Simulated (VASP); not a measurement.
# Ir (P6_3/mmc) in VASP: notebook

Ir is run at these levels: PBE; tasks: single point.

Program: VASP 6.6.1. These are calculated values, not measurements. Logs are shortened: lines on timing, memory, paths and dates and some standing lists are left out, and cuts for length are marked.

## (1) The cell of the first run

Symmetry: P6_3/mmc, No. 194, hexagonal system. The conventional cell has a = 2.723 Å, b = 2.723 Å, c = 4.458 Å, α = 90.00°, β = 90.00°, γ = 120.00°. Within 3.6 Å of Ir (site symmetry -6m2) lie 12 Ir at 2.72 to 2.73 Å.

## (2) Single point, PBE

Contents of INCAR:

```
PREC = Accurate
ENCUT = 520
EDIFF = 1E-6
ISMEAR = 1
SIGMA = 0.05
LREAL = False
LASPH = True
NELM = 100
ALGO = Normal
ISIF = 2
LWAVE = False
LCHARG = False
GGA = PE
NBANDS = 16
```

Contents of KPOINTS:

```
Automatic mesh
0
Gamma
  7 7 4
```

Contents of POSCAR:

```
Ir
1.0
    2.7233904391      0.0000000000      0.0000000000
   -1.3616952195      2.3585253047      0.0000000000
    0.0000000000      0.0000000000      4.4575434654
Ir
2
Direct
    0.3333333333      0.6666666667      0.2500000000
    0.6666666667      0.3333333333      0.7500000000
```

Potentials or basis: VASP PAW PBE potentials, release 64 (Ir).

Started as:

```sh
> cat potpaw_PBE.64/Ir/POTCAR > POTCAR
> mpirun -np 1 vasp_std > vasp.out
```

OUTCAR:

```text
PREC = Accurate
   ENCUT = 520
   EDIFF = 1E-6
   ISMEAR = 1
   LREAL = False
   LASPH = True
   NELM = 100
   ISIF = 2
   GGA = PE

 ion  position               nearest neighbor table
   1  0.333  0.667  0.250-   2 2.73   2 2.73   2 2.73   2 2.73   2 2.73   2 2.73
   2  0.667  0.333  0.750-   1 2.73   1 2.73   1 2.73   1 2.73   1 2.73   1 2.73

  LATTYP: Found a hexagonal cell.
 ALAT       =     2.7233904391
 C/A-ratio  =     1.6367625447

  Lattice vectors:

 A1 = (   2.7233904391,   0.0000000000,   0.0000000000)
 A2 = (  -1.3616952195,   2.3585253047,   0.0000000000)
 A3 = (   0.0000000000,   0.0000000000,   4.4575434654)

Analysis of symmetry for initial positions (statically):
=====================================================================
 Subroutine PRICEL returns:
 Original cell was already a primitive cell.

 Routine SETGRP: Setting up the symmetry group for a
 hexagonal supercell.

 Subroutine GETGRP returns: Found 24 space group operations
 (whereof 12 operations were pure point group operations)
 out of a pool of 24 trial point group operations.

The static configuration has the point symmetry D_3d.
 The point group associated with its full space group is D_6h.

Analysis of symmetry for dynamics (positions and initial velocities):
=====================================================================
 Subroutine PRICEL returns:
 Original cell was already a primitive cell.

 Routine SETGRP: Setting up the symmetry group for a
 hexagonal supercell.

 Subroutine GETGRP returns: Found 24 space group operations
 (whereof 12 operations were pure point group operations)
 out of a pool of 24 trial point group operations.

The dynamic configuration has the point symmetry D_3d.
 The point group associated with its full space group is D_6h.

 Subroutine INISYM returns: Found 24 space group operations
 (whereof 12 operations are pure point group operations),
 and found     1 'primitive' translations

----------------------------------------------------------------------------------------

                                     Primitive cell

  volume of cell :      28.6316

  direct lattice vectors                    reciprocal lattice vectors
     2.723390439  0.000000000  0.000000000     0.367189363  0.211996877  0.000000000
    -1.361695220  2.358525305  0.000000000     0.000000000  0.423993755  0.000000000
     0.000000000  0.000000000  4.457543465     0.000000000  0.000000000  0.224338811
[... 75 lines left out ...]
   ISTART =      0    job   : 0-new  1-cont  2-samecut
   ICHARG =      2    charge: 1-file 2-atom 10-const
   ISPIN  =      1    spin polarized calculation?
   LNONCOLLINEAR =      F non collinear calculations
   LSORBIT =      F    spin-orbit coupling
   LASPH  =      T    aspherical Exc in radial PAW
   ENCUT  =  520.0 eV  38.22 Ry    6.18 a.u.   5.06  5.06  8.29*2*pi/ulx,y,z
   NELM   =    100;   NELMIN=  2; NELMDL= -5     # of ELM steps
   EDIFF  = 0.1E-05   stopping-criterion for ELM
   LREAL  =      F    real-space projection
[... 7 lines left out ...]
   TEBEG  =    0.0;   TEEND  =   0.0 temperature during run
   PSTRESS=    0.0 pullay stress
   NELECT =      18.0000    total number of electrons
   NUPDOWN=      -1.0000    fix difference up-down
   EMIN   =  10.00;   EMAX   =-10.00  energy-range for DOS
   EFERMI =   0.00;   METHOD = LEGACY
   ISMEAR =     1;   SIGMA  =   0.05  broadening in eV -4-tet -1-fermi 0-gaus
   EFERMI_NEDOS =   21; number of points for ismear=-14 and -15
   IALGO  =     38    algorithm
   IMIX   =      4    mixing-type and parameters
     AMIX     =   0.40;   BMIX     =  1.00
     AMIX_MAG =   1.60;   BMIX_MAG =  1.00
  volume/ion in A,a.u.               =      14.32        96.61
  Fermi-wavevector in a.u.,A,eV,Ry     =   1.402438  2.650223 26.760377  1.966832
  Thomas-Fermi vector in A             =   2.525200
   LORBIT       =      0    0 simple, 1 ext, 2 COOP (PROOUT), +10 PAW based schemes
   GGA     = PE    functional components
   LHFCALC =     F    Hartree Fock is set to
   AEXX    =    0.0000 exact exchange contribution
   IVDW    =     0    specifies the selected vdW correction
   LEPSILON=     F    determine dielectric tensor
   LRPA    =     F    only Hartree local field effects (RPA)
 non-spin polarized calculation
 Methfessel and Paxton  Order N= 1 SIGMA  =   0.05
  energy-cutoff  :      520.00
  volume of cell :       28.63
 maximum number of plane-waves:       782
   NGX = 11   NGY = 11   NGZ = 17

 number of electron      18.0000001 magnetization

 Free energy of the ion-electron system (eV)
  ---------------------------------------------------
  ext. energy  EPLUGINS =         0.00000000
  ---------------------------------------------------
  free energy    TOTEN  =       -17.65751821 eV

  energy without entropy =      -17.65671008  energy(sigma->0) =      -17.65724883

 E-fermi :  10.4677     XC(G=0): -13.9174

 val. band max:       10.1507295780   @ k =   0.1429  -0.0000   0.5000
 cond. band min:      10.4679023473   @ k =   0.2857   0.1429   0.0000
 fundamental gap:      0.3171727693
 Fermi energy:        10.4677220409

 k-point     1 :       0.0000    0.0000    0.0000
  band No.  band energies     occupation
      1      -0.7911      2.00000
      2       2.2207      2.00000
      3       6.3473      2.00000
      4       6.5240      2.00000
      5       6.5240      2.00000
      6       7.1494      2.00000
[... 433 lines left out ...]
      3       5.1506      2.00000
      4       5.1506      2.00000
      5       6.1757      2.00000
      6       6.1757      2.00000
[... 8 lines left out ...]
     15      21.3613      0.00000
     16      21.3613      0.00000

------------------------ aborting loop because EDIFF is reached ----------------------------------------

  FORCE on cell =-STRESS in cart. coord.  units (eV):
  Direction    XX          YY          ZZ          XY          YZ          ZX
  --------------------------------------------------------------------------------------
  -------------------------------------------------------------------------------------
  Total        0.9952819      0.9952819      0.9817305      0.0000000      0.0000000      0.0000000
  in kB       55.6942878     55.6942878     54.9359755      0.0000000      0.0000000      0.0000000
  external PRESSURE =      55.4415170 kB  Pullay stress =       0.0000000 kB

 VOLUME and BASIS-vectors are now :
 -----------------------------------------------------------------------------
  energy-cutoff  :      520.00
  volume of cell :       28.63
      direct lattice vectors                 reciprocal lattice vectors
     2.723390439  0.000000000  0.000000000     0.367189363  0.211996877  0.000000000
    -1.361695220  2.358525305  0.000000000     0.000000000  0.423993755  0.000000000
     0.000000000  0.000000000  4.457543465     0.000000000  0.000000000  0.224338811

 POSITION                                       TOTAL-FORCE (eV/Angst)
 -----------------------------------------------------------------------------------
     -0.00000      1.57235      1.11439         0.000000     -0.000000      0.000000
      1.36170      0.78618      3.34316        -0.000000      0.000000      0.000000
 -----------------------------------------------------------------------------------
    total drift:                               -0.000000      0.000000     -0.000000

  FREE ENERGIE OF THE ION-ELECTRON SYSTEM (eV)
  ---------------------------------------------------
  free  energy   TOTEN  =       -17.6575182099 eV

  energy  without entropy=      -17.6567100827  energy(sigma->0) =      -17.65724883
```

OSZICAR:

```text
N       E                     dE             d eps       ncg     rms          rms(c)
DAV:   1     0.145927433587E+03    0.14593E+03   -0.86261E+03   768   0.114E+03
DAV:   2    -0.149725578967E+02   -0.16090E+03   -0.14485E+03   768   0.309E+02
DAV:   3    -0.187053640012E+02   -0.37328E+01   -0.36833E+01  1040   0.566E+01
DAV:   4    -0.187463143826E+02   -0.40950E-01   -0.40944E-01   880   0.491E+00
DAV:   5    -0.187474074025E+02   -0.10930E-02   -0.10930E-02  1056   0.855E-01    0.212E+01
DAV:   6    -0.178420811312E+02    0.90533E+00   -0.11145E+00   936   0.137E+01    0.872E+00
DAV:   7    -0.176694592507E+02    0.17262E+00   -0.36579E-01   992   0.745E+00    0.200E+00
DAV:   8    -0.176621351964E+02    0.73241E-02   -0.52170E-03   856   0.634E-01    0.113E+00
DAV:   9    -0.176575048058E+02    0.46304E-02   -0.46756E-03   936   0.855E-01    0.220E-02
DAV:  10    -0.176575129326E+02   -0.81268E-05   -0.29303E-05  1144   0.459E-02    0.103E-02
DAV:  11    -0.176575179311E+02   -0.49986E-05   -0.23659E-06   904   0.128E-02    0.226E-03
DAV:  12    -0.176575182099E+02   -0.27873E-06   -0.91008E-08   576   0.275E-03
   1 F= -.17657518E+02 E0= -.17657249E+02  d E =-.808127E-03
```

stdout:

```text
POSCAR found type information on POSCAR Ir
 POSCAR found :  1 types and       2 ions
 scaLAPACK will be used
 LDA part: xc-table for (Slater+PW92), standard interpolation
 POSCAR, INCAR and KPOINTS ok, starting setup
 FFT: planning ... GRIDC
 FFT: planning ... GRID_SOFT
 FFT: planning ... GRID
 WAVECAR not read
 entering main loop
```

It took 5.1 s on 1 thread of Intel Xeon 6975P-C (Granite Rapids), shared host; peak memory 0.14 GiB.

Results:

| Item | Value |
| --- | --- |
| Free energy | -17.6575 eV |
| Pressure | 5.5 GPa |
| Band gap on the k mesh | zero (band 9 reaches 11.12 eV, above the bottom of band 10 at 8.00 eV) |

Stress tensor (GPa, compression positive):
```
5.57 0.00 0.00
0.00 5.57 0.00
0.00 0.00 5.49
```

Levels at points of the mesh, in eV from the Fermi level:
```tsv
k point	band 7	band 8	band 9	band 10	band 11	band 12
(0.00, 0.00, 0.00)	-3.32	-2.41	-2.41	-1.02	0.13	0.13
(0.00, 0.00, 0.50)	-4.04	-4.04	-0.61	-0.61	-0.61	-0.61
```

Caveat: the k points lie up to 0.38 Å⁻¹ apart; spin-orbit coupling is left out, which moves the levels of the heavy elements.

## (3) Single point, PBE

This run uses another cell than the first one, of 14.13 Å³/atom, 0.987 times its volume.

Contents of INCAR:

```
  PREC = Accurate
  ENCUT = 520
  EDIFF = 1E-7
  ISMEAR = 1
  SIGMA = 0.05
  LREAL = F
  LASPH = T
  NELM = 80
  ALGO = Normal
  ISIF = 2
  LWAVE = F
  LCHARG = F
  GGA = PE
  NBANDS = 16
```

KPOINTS is that of step 2.

Contents of POSCAR:

```
Ir
1.0
    2.7116116449      0.0000000000      0.0000000000
   -1.3558058224      2.3483245697      0.0000000000
    0.0000000000      0.0000000000      4.4380858391
Ir
2
Direct
    0.3333333333      0.6666666667      0.2500000000
    0.6666666667      0.3333333333      0.7500000000
```

Potentials or basis: VASP PAW PBE potentials, release 64 (Ir).

Started as:

```sh
> cat potpaw_PBE.64/Ir/POTCAR > POTCAR
> mpirun -np 1 vasp_std > vasp.out
```

Wall time 5.2 s (1 thread of Intel Xeon 6975P-C (Granite Rapids), shared host); peak memory 0.14 GiB.

The run converged. Its results:

- Free energy: -17.6387 eV
- Pressure: 10.6 GPa
- Band gap on the k mesh: zero (band 9 reaches 11.37 eV, above the bottom of band 10 at 8.18 eV)

Levels at points of the mesh, in eV from the Fermi level:
| k point | band 5 | band 6 | band 7 | band 8 | band 9 | band 10 | band 11 | band 12 | band 13 | band 14 |
| --- | --- | --- | --- | --- | --- | --- | --- | --- | --- | --- |
| (0.00, 0.00, 0.00) | -4.03 | -3.39 | -3.39 | -2.46 | -2.46 | -1.07 | 0.13 | 0.13 | 6.83 | 14.13 |
| (0.00, 0.00, 0.50) | -4.12 | -4.12 | -4.12 | -4.12 | -0.62 | -0.62 | -0.62 | -0.62 | 13.43 | 13.43 |

Caveat: the k points lie up to 0.38 Å⁻¹ apart; spin-orbit coupling is left out, which moves the levels of the heavy elements.
